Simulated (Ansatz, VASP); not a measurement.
**Hg in VASP and in Ansatz**

```xyz
1
Lattice="2.7126 1.5661 3.9794 -2.7126 1.5661 3.9794 0.0000 -3.1322 3.9794" Properties=species:S:1:pos:R:3 pbc="T T T"
Hg   -2.7126    1.5661    3.9794
```

Alike in both runs: functional RPBE; k mesh 11 × 11 × 11; occupations fermi-dirac, width 0.1 eV; no spin polarisation.

Ansatz relaxed the structure, and its values are those at the end. VASP's run is a single point on that final structure, the one shown.

```csv
,VASP,Ansatz
version,VASP 6.6.1,Ansatz 0.2.0
potentials or method,"VASP PAW PBE potentials, release 64 (Hg), cutoff 520 eV","plane waves (420 eV) with PAW, scalar-relativistic"
valence electrons in the cell,12,20
```

|  | VASP | Ansatz | Ansatz less VASP |
| --- | --- | --- | --- |
| pressure (GPa) | 0.0 | 0.0 | +0.02 |

VASP's potentials were made for PBE, not for RPBE. With one functional, cell and mesh, what is left measures potentials, basis and numerics. VASP's potentials hold 12 valence electrons a cell and Ansatz's 20, so a difference there can come from the potentials and not from the codes.

Neither program's run includes spin-orbit coupling.
